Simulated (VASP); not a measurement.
# NaH in VASP: notebook

NaH is run at these levels: LDA; tasks: single point.

Program: VASP 6.6.1. These are calculated values, not measurements. Logs are shortened: lines on timing, memory, paths and dates and some standing lists are left out, and cuts for length are marked.

### Step 1. The cell of the first run

Symmetry: Fm-3m, No. 225, cubic system. Conventional cell: a = 4.691 Å, b = 4.691 Å, c = 4.691 Å, α = 90.00°, β = 90.00°, γ = 90.00°. Within 3.1 Å of Na (site symmetry m-3m) lie 6 H at 2.35 Å. H (site symmetry m-3m) has 6 Na at 2.35 Å within 3.1 Å.

### Step 2. Single point, LDA

Input file INCAR:

```
PREC = Accurate
ENCUT = 520
EDIFF = 1E-7
ISMEAR = 0
SIGMA = 0.01
LREAL = False
LASPH = True
NELM = 80
ALGO = Normal
ISIF = 2
LWAVE = False
LCHARG = True
GGA = CA
LELF = True
LVHAR = True
NBANDS = 11
```

Input file KPOINTS:

```
Automatic mesh
0
Gamma
  8 8 8
```

Input file POSCAR:

```
NaH
1.0
    0.0000000000      2.3455367674      2.3455367674
    2.3455367674      0.0000000000      2.3455367674
    2.3455367674      2.3455367674      0.0000000000
Na H
1 1
Direct
    0.0000000000      0.0000000000      0.0000000000
    0.5000000000      0.5000000000      0.5000000000
```

Potentials or basis: VASP PAW LDA potentials, release 64 (Na_pv, H).

Run with:

```
$ cat potpaw_LDA.64/Na_pv/POTCAR potpaw_LDA.64/H/POTCAR > POTCAR
$ mpirun -np 1 vasp_std > vasp.out
```

OUTCAR:

```text
PREC = Accurate
   ENCUT = 520
   EDIFF = 1E-7
   ISMEAR = 0
   LREAL = False
   LASPH = True
   NELM = 80
   ISIF = 2
   GGA = CA

 ion  position               nearest neighbor table
   1  0.000  0.000  0.000-
   2  0.500  0.500  0.500-

  LATTYP: Found a face centered cubic cell.
 ALAT       =     4.6910735348

  Lattice vectors:

 A1 = (   0.0000000000,   2.3455367674,   2.3455367674)
 A2 = (   2.3455367674,   0.0000000000,   2.3455367674)
 A3 = (   2.3455367674,   2.3455367674,   0.0000000000)

Analysis of symmetry for initial positions (statically):
=====================================================================
 Subroutine PRICEL returns:
 Original cell was already a primitive cell.

 Routine SETGRP: Setting up the symmetry group for a
 face centered cubic supercell.

 Subroutine GETGRP returns: Found 48 space group operations
 (whereof 48 operations were pure point group operations)
 out of a pool of 48 trial point group operations.

The static configuration has the point symmetry O_h .

Analysis of symmetry for dynamics (positions and initial velocities):
=====================================================================
 Subroutine PRICEL returns:
 Original cell was already a primitive cell.

 Routine SETGRP: Setting up the symmetry group for a
 face centered cubic supercell.

 Subroutine GETGRP returns: Found 48 space group operations
 (whereof 48 operations were pure point group operations)
 out of a pool of 48 trial point group operations.

The dynamic configuration has the point symmetry O_h .

 Subroutine INISYM returns: Found 48 space group operations
 (whereof 48 operations are pure point group operations),
 and found     1 'primitive' translations

----------------------------------------------------------------------------------------

                                     Primitive cell

  volume of cell :      25.8081

  direct lattice vectors                    reciprocal lattice vectors
     0.000000000  2.345536767  2.345536767    -0.213170822  0.213170822  0.213170822
     2.345536767  0.000000000  2.345536767     0.213170822 -0.213170822  0.213170822
     2.345536767  2.345536767  0.000000000     0.213170822  0.213170822 -0.213170822

  length of vectors
     3.317089908  3.317089908  3.317089908     0.369222694  0.369222694  0.369222694

  position of ions in fractional coordinates (direct lattice)
     0.000000000  0.000000000  0.000000000
     0.500000000  0.500000000  0.500000000

  ion indices of the primitive-cell ions
   primitive index   ion index
                 1           1
                 2           2

----------------------------------------------------------------------------------------

 KPOINTS: Automatic mesh

Automatic generation of k-mesh.
 Grid dimensions read from file:
 generate k-points for:    8    8    8

 Generating k-lattice:

  Cartesian coordinates                     Fractional coordinates (reciprocal lattice)
    -0.026646353  0.026646353  0.026646353     0.125000000  0.000000000  0.000000000
     0.026646353 -0.026646353  0.026646353     0.000000000  0.125000000  0.000000000
     0.026646353  0.026646353 -0.026646353     0.000000000  0.000000000  0.125000000

  Length of vectors
     0.046152837  0.046152837  0.046152837

  Shift w.r.t. Gamma in fractional coordinates (k-lattice)
     0.000000000  0.000000000  0.000000000

 Subroutine IBZKPT returns following result:
 ===========================================

 Found     29 irreducible k-points:

 Following reciprocal coordinates:
            Coordinates               Weight
  0.000000  0.000000  0.000000      1.000000
  0.125000  0.000000  0.000000      8.000000
  0.250000  0.000000  0.000000      8.000000
  0.375000  0.000000  0.000000      8.000000
  0.500000  0.000000  0.000000      4.000000
  0.125000  0.125000  0.000000      6.000000
[... 16 lines left out ...]
  0.500000  0.250000  0.125000     48.000000
 -0.375000  0.250000  0.125000     24.000000
 [... further k-points ...]
   k-points           NKPTS =     29   k-points in BZ     NKDIM =     29   number of bands    NBANDS=     11
   number of dos      NEDOS =    301   number of ions     NIONS =      2
   total plane-waves  NPLWV =  21952
   dimension x,y,z NGX =    28 NGY =   28 NGZ =   28
   dimension x,y,z NGXF=    56 NGYF=   56 NGZF=   56
   ions per type =               1   1
   NGX,Y,Z   is equivalent  to a cutoff of  14.03, 14.03, 14.03 a.u.
   NGXF,Y,Z  is equivalent  to a cutoff of  28.07, 28.07, 28.07 a.u.
 SYSTEM =  unknown system
   PREC   = accura    normal or accurate (medium, high low for compatibility)
   ISTART =      0    job   : 0-new  1-cont  2-samecut
   ICHARG =      2    charge: 1-file 2-atom 10-const
   ISPIN  =      1    spin polarized calculation?
   LNONCOLLINEAR =      F non collinear calculations
   LSORBIT =      F    spin-orbit coupling
   LASPH  =      T    aspherical Exc in radial PAW
   ENCUT  =  520.0 eV  38.22 Ry    6.18 a.u.   6.17  6.17  6.17*2*pi/ulx,y,z
   NELM   =     80;   NELMIN=  2; NELMDL= -5     # of ELM steps
   EDIFF  = 0.1E-06   stopping-criterion for ELM
   LREAL  =      F    real-space projection
   EDIFFG = 0.1E-05   stopping-criterion for IOM
   NSW    =      0    number of steps for IOM
   IBRION =     -1    ionic relax: 0-MD 1-quasi-New 2-CG
   NFREE  =      0    steps in history (QN), initial steepest desc. (CG)
   ISIF   =      2    stress and relaxation
   ISYM   =      2    0-nonsym 1-usesym 2-fastsym
   POTIM  = 0.5000    time-step for ionic-motion
   TEBEG  =    0.0;   TEEND  =   0.0 temperature during run
   PSTRESS=    0.0 pullay stress
   NELECT =       8.0000    total number of electrons
   NUPDOWN=      -1.0000    fix difference up-down
   EMIN   =  10.00;   EMAX   =-10.00  energy-range for DOS
   EFERMI =   0.00;   METHOD = LEGACY
   ISMEAR =     0;   SIGMA  =   0.01  broadening in eV -4-tet -1-fermi 0-gaus
   EFERMI_NEDOS =   21; number of points for ismear=-14 and -15
   IALGO  =     38    algorithm
   IMIX   =      4    mixing-type and parameters
     AMIX     =   0.40;   BMIX     =  1.00
     AMIX_MAG =   1.60;   BMIX_MAG =  1.00
  volume/ion in A,a.u.               =      12.90        87.08
  Fermi-wavevector in a.u.,A,eV,Ry     =   1.107948  2.093718 16.701805  1.227548
  Thomas-Fermi vector in A             =   2.244469
   LORBIT       =      0    0 simple, 1 ext, 2 COOP (PROOUT), +10 PAW based schemes
   GGA     = CA    functional components
   LHFCALC =     F    Hartree Fock is set to
   AEXX    =    0.0000 exact exchange contribution
   IVDW    =     0    specifies the selected vdW correction
   LEPSILON=     F    determine dielectric tensor
   LRPA    =     F    only Hartree local field effects (RPA)
 non-spin polarized calculation
 Gauss-broadening in eV      SIGMA  =   0.01
  energy-cutoff  :      520.00
  volume of cell :       25.81
 maximum number of plane-waves:       725
 NGX is ok and might be reduce to    28
   NGX = 13   NGY = 13   NGZ = 13

 number of electron       8.0000002 magnetization

 Free energy of the ion-electron system (eV)
  ---------------------------------------------------
  ext. energy  EPLUGINS =         0.00000000
  ---------------------------------------------------
  free energy    TOTEN  =        -5.40843188 eV

  energy without entropy =       -5.40843188  energy(sigma->0) =       -5.40843188

 E-fermi :  -0.8754     XC(G=0):  -8.5554

 val. band max:       -0.9171748892   @ k =  -0.2500   0.5000   0.2500
 cond. band min:       2.6276548163   @ k =   0.5000   0.0000   0.0000
 fundamental gap:      3.5448297055
 Fermi energy:        -0.8754197531

 k-point     1 :       0.0000    0.0000    0.0000
  band No.  band energies     occupation
      1     -22.9474      2.00000
      2     -22.9474      2.00000
      3     -22.9474      2.00000
      4      -4.9693      2.00000
      5      10.2802      0.00000
      6      14.9232      0.00000
      7      14.9232      0.00000
      8      14.9232      0.00000
      9      16.1559      0.00000
     10      16.1559      0.00000
     11      16.1559      0.00000

 k-point     2 :       0.1250    0.0000    0.0000
  band No.  band energies     occupation
      1     -22.9673      2.00000
      2     -22.9497      2.00000
      3     -22.9497      2.00000
      4      -4.6745      2.00000
      5       9.2069      0.00000
      6      12.3448      0.00000
      7      14.1878      0.00000
      8      14.1878      0.00000
      9      17.0287      0.00000
     10      17.0287      0.00000
     11      17.2930      0.00000

 k-point     3 :       0.2500    0.0000    0.0000
  band No.  band energies     occupation
      1     -23.0145      2.00000
      2     -22.9552      2.00000
      3     -22.9552      2.00000
      4      -3.8348      2.00000
      5       6.5016      0.00000
      6      10.9882      0.00000
      7      13.3762      0.00000
      8      13.3762      0.00000
      9      16.9798      0.00000
     10      16.9798      0.00000
     11      18.5862      0.00000

 k-point     4 :       0.3750    0.0000    0.0000
  band No.  band energies     occupation
      1     -23.0609      2.00000
      2     -22.9607      2.00000
      3     -22.9607      2.00000
      4      -2.6425      2.00000
      5       3.8866      0.00000
      6      10.4407      0.00000
      7      12.8701      0.00000
      8      12.8701      0.00000
      9      16.2473      0.00000
     10      16.2473      0.00000
     11      18.8567      0.00000

 k-point     5 :       0.5000    0.0000    0.0000
  band No.  band energies     occupation
      1     -23.0799      2.00000
      2     -22.9630      2.00000
      3     -22.9630      2.00000
      4      -1.8754      2.00000
      5       2.6277      0.00000
      6      10.2836      0.00000
      7      12.6988      0.00000
      8      12.6988      0.00000
      9      15.9660      0.00000
     10      15.9660      0.00000
     11      18.7030      0.00000
[... 211 lines left out ...]
 k-point    21 :       0.5000    0.5000    0.0000
  band No.  band energies     occupation
      1     -23.0649      2.00000
      2     -22.9916      2.00000
      3     -22.9916      2.00000
      4      -1.1323      2.00000
      5       3.5502      0.00000
      6       9.0653      0.00000
      7       9.9614      0.00000
      8       9.9614      0.00000
      9      11.4350      0.00000
     10      23.9804      0.00000
     11      25.4192      0.00000

 k-point    22 :       0.3750    0.2500    0.1250
  band No.  band energies     occupation
      1     -23.0251      2.00000
      2     -22.9781      2.00000
      3     -22.9627      2.00000
      4      -3.1577      2.00000
      5       6.1566      0.00000
      6       8.3308      0.00000
      7      11.6109      0.00000
      8      14.5033      0.00000
      9      15.0898      0.00000
     10      17.7421      0.00000
     11      20.4461      0.00000

 k-point    23 :       0.5000    0.2500    0.1250
  band No.  band energies     occupation
      1     -23.0492      2.00000
      2     -22.9915      2.00000
      3     -22.9696      2.00000
      4      -2.0997      2.00000
      5       4.4436      0.00000
      6       7.1882      0.00000
      7      10.6970      0.00000
      8      14.5882      0.00000
      9      15.8412      0.00000
     10      17.9819      0.00000
     11      20.2581      0.00000

 k-point    24 :      -0.3750    0.2500    0.1250
  band No.  band energies     occupation
      1     -23.0594      2.00000
      2     -22.9957      2.00000
      3     -22.9735      2.00000
      4      -1.4642      2.00000
      5       3.4574      0.00000
      6       6.9495      0.00000
      7      10.3227      0.00000
      8      14.5500      0.00000
      9      15.6884      0.00000
     10      19.0936      0.00000
     11      21.3293      0.00000

 [... further k-points ...]

------------------------ aborting loop because EDIFF is reached ----------------------------------------

  FORCE on cell =-STRESS in cart. coord.  units (eV):
  Direction    XX          YY          ZZ          XY          YZ          ZX
  --------------------------------------------------------------------------------------
  -------------------------------------------------------------------------------------
  Total       -0.0098176     -0.0098176     -0.0098176      0.0000000      0.0000000     -0.0000000
  in kB       -0.6094784     -0.6094784     -0.6094784      0.0000000      0.0000000     -0.0000000
  external PRESSURE =      -0.6094784 kB  Pullay stress =       0.0000000 kB

 VOLUME and BASIS-vectors are now :
 -----------------------------------------------------------------------------
  energy-cutoff  :      520.00
  volume of cell :       25.81
      direct lattice vectors                 reciprocal lattice vectors
     0.000000000  2.345536767  2.345536767    -0.213170822  0.213170822  0.213170822
     2.345536767  0.000000000  2.345536767     0.213170822 -0.213170822  0.213170822
     2.345536767  2.345536767  0.000000000     0.213170822  0.213170822 -0.213170822

 POSITION                                       TOTAL-FORCE (eV/Angst)
 -----------------------------------------------------------------------------------
      0.00000      0.00000      0.00000         0.000000      0.000000      0.000000
      2.34554      2.34554      2.34554        -0.000000     -0.000000     -0.000000
 -----------------------------------------------------------------------------------
    total drift:                               -0.000000      0.000000      0.000000

  FREE ENERGIE OF THE ION-ELECTRON SYSTEM (eV)
  ---------------------------------------------------
  free  energy   TOTEN  =        -5.4084318784 eV

  energy  without entropy=       -5.4084318784  energy(sigma->0) =       -5.40843188
```

Run time: 7.4 s. Hardware: 1 thread of AMD EPYC 9R45 (Zen 5), shared host; peak memory 0.1 GiB.

What came out:

```yaml
Free_energy: -5.4084 eV
Pressure: -0.1 GPa
Band_gap_on_the_k_mesh: 3.54 eV, indirect (least direct gap 4.50 eV)
```

### Step 3. Single point, LDA

Input file INCAR:

```
SYSTEM = NaH
PREC = Accurate
ENCUT = 520
EDIFF = 1E-7
ISMEAR = 0
SIGMA = 0.01
LREAL = .FALSE.
LASPH = .TRUE.
NELM = 80
ALGO = Normal
ISIF = 2
LWAVE = .FALSE.
LCHARG = .TRUE.
LELF = .TRUE.
LVHAR = .TRUE.
NBANDS = 11
```

Input file KPOINTS:

```
Automatic mesh
0
G
  8 8 8
  0 0 0
```

POSCAR is that of step 2.

Potentials or basis: VASP PAW LDA potentials, release 64 (Na_pv, H).

Run with:

```
$ cat potpaw_LDA.64/Na_pv/POTCAR potpaw_LDA.64/H/POTCAR > POTCAR
$ mpirun -np 1 vasp_std > vasp.out
```

OUTCAR:

```text
SYSTEM = NaH
   PREC = Accurate
   ENCUT = 520
   EDIFF = 1E-7
   ISMEAR = 0
   LREAL = .FALSE.
   LASPH = .TRUE.
   NELM = 80
   ISIF = 2

 ion  position               nearest neighbor table
   1  0.000  0.000  0.000-
   2  0.500  0.500  0.500-

  LATTYP: Found a face centered cubic cell.
 ALAT       =     4.6910735348

  Lattice vectors:

 A1 = (   0.0000000000,   2.3455367674,   2.3455367674)
 A2 = (   2.3455367674,   0.0000000000,   2.3455367674)
 A3 = (   2.3455367674,   2.3455367674,   0.0000000000)

Analysis of symmetry for initial positions (statically):
=====================================================================
 Subroutine PRICEL returns:
 Original cell was already a primitive cell.

 Routine SETGRP: Setting up the symmetry group for a
 face centered cubic supercell.

 Subroutine GETGRP returns: Found 48 space group operations
 (whereof 48 operations were pure point group operations)
 out of a pool of 48 trial point group operations.

The static configuration has the point symmetry O_h .

Analysis of symmetry for dynamics (positions and initial velocities):
=====================================================================
[... 173 lines left out ...]
      6      14.9232      0.00000
      7      14.9232      0.00000
      8      14.9232      0.00000
      9      16.1559      0.00000
     10      16.1559      0.00000
     11      16.1559      0.00000
[... 309 lines left out ...]
 k-point    24 :      -0.3750    0.2500    0.1250
  band No.  band energies     occupation
      1     -23.0594      2.00000
      2     -22.9957      2.00000
      3     -22.9735      2.00000
      4      -1.4642      2.00000
      5       3.4574      0.00000
      6       6.9495      0.00000
      7      10.3227      0.00000
      8      14.5500      0.00000
      9      15.6884      0.00000
     10      19.0936      0.00000
     11      21.3293      0.00000

 [... further k-points ...]

------------------------ aborting loop because EDIFF is reached ----------------------------------------

  FORCE on cell =-STRESS in cart. coord.  units (eV):
  Direction    XX          YY          ZZ          XY          YZ          ZX
  --------------------------------------------------------------------------------------
  -------------------------------------------------------------------------------------
  Total       -0.0098176     -0.0098176     -0.0098176      0.0000000      0.0000000     -0.0000000
  in kB       -0.6094784     -0.6094784     -0.6094784      0.0000000      0.0000000     -0.0000000
  external PRESSURE =      -0.6094784 kB  Pullay stress =       0.0000000 kB

 VOLUME and BASIS-vectors are now :
 -----------------------------------------------------------------------------
  energy-cutoff  :      520.00
  volume of cell :       25.81
      direct lattice vectors                 reciprocal lattice vectors
     0.000000000  2.345536767  2.345536767    -0.213170822  0.213170822  0.213170822
     2.345536767  0.000000000  2.345536767     0.213170822 -0.213170822  0.213170822
     2.345536767  2.345536767  0.000000000     0.213170822  0.213170822 -0.213170822

 POSITION                                       TOTAL-FORCE (eV/Angst)
 -----------------------------------------------------------------------------------
      0.00000      0.00000      0.00000         0.000000      0.000000      0.000000
      2.34554      2.34554      2.34554        -0.000000     -0.000000     -0.000000
 -----------------------------------------------------------------------------------
    total drift:                               -0.000000      0.000000      0.000000

  FREE ENERGIE OF THE ION-ELECTRON SYSTEM (eV)
  ---------------------------------------------------
  free  energy   TOTEN  =        -5.4084318784 eV

  energy  without entropy=       -5.4084318784  energy(sigma->0) =       -5.40843188
```

OSZICAR:

```text
N       E                     dE             d eps       ncg     rms          rms(c)
DAV:   1     0.384763870923E+02    0.38476E+02   -0.44469E+03   638   0.730E+02
DAV:   2    -0.445839151954E+01   -0.42935E+02   -0.42215E+02   656   0.207E+02
DAV:   3    -0.582557142514E+01   -0.13672E+01   -0.13654E+01   745   0.334E+01
DAV:   4    -0.583442678889E+01   -0.88554E-02   -0.88547E-02   756   0.266E+00
DAV:   5    -0.583449344388E+01   -0.66655E-04   -0.66655E-04   734   0.240E-01    0.309E+00
DAV:   6    -0.550452560412E+01    0.32997E+00   -0.31122E-01   724   0.309E+00    0.144E+00
DAV:   7    -0.540777587182E+01    0.96750E-01   -0.29833E-01   715   0.212E+00    0.306E-01
DAV:   8    -0.540860916797E+01   -0.83330E-03   -0.66140E-03   728   0.981E-01    0.663E-02
DAV:   9    -0.540845295085E+01    0.15622E-03   -0.95928E-04   846   0.340E-01    0.228E-02
DAV:  10    -0.540843142711E+01    0.21524E-04   -0.68094E-05   725   0.473E-02    0.309E-03
DAV:  11    -0.540843186975E+01   -0.44263E-06   -0.16930E-06   728   0.802E-03    0.161E-03
DAV:  12    -0.540843187840E+01   -0.86523E-08   -0.72793E-08   680   0.180E-03
   1 F= -.54084319E+01 E0= -.54084319E+01  d E =-.177182E-11
```

stdout:

```text
POSCAR found type information on POSCAR NaH
 POSCAR found :  2 types and       2 ions
 scaLAPACK will be used
 LDA part: xc-table for (Slater(with rela. corr.)+CA(PZ))
 , standard interpolation
 POSCAR, INCAR and KPOINTS ok, starting setup
 FFT: planning ... GRIDC
 FFT: planning ... GRID_SOFT
 FFT: planning ... GRID
 WAVECAR not read
 entering main loop
```

Wall time 7.3 s (1 thread of AMD EPYC 9R45 (Zen 5), shared host); peak memory 0.1 GiB.

Results:

```yaml
Free_energy: -5.4084 eV
Pressure: -0.1 GPa
Band_gap_on_the_k_mesh: 3.54 eV, indirect (least direct gap 4.50 eV)
```

A k mesh can miss the band edges.

(Part 1 of 2 ends here.)
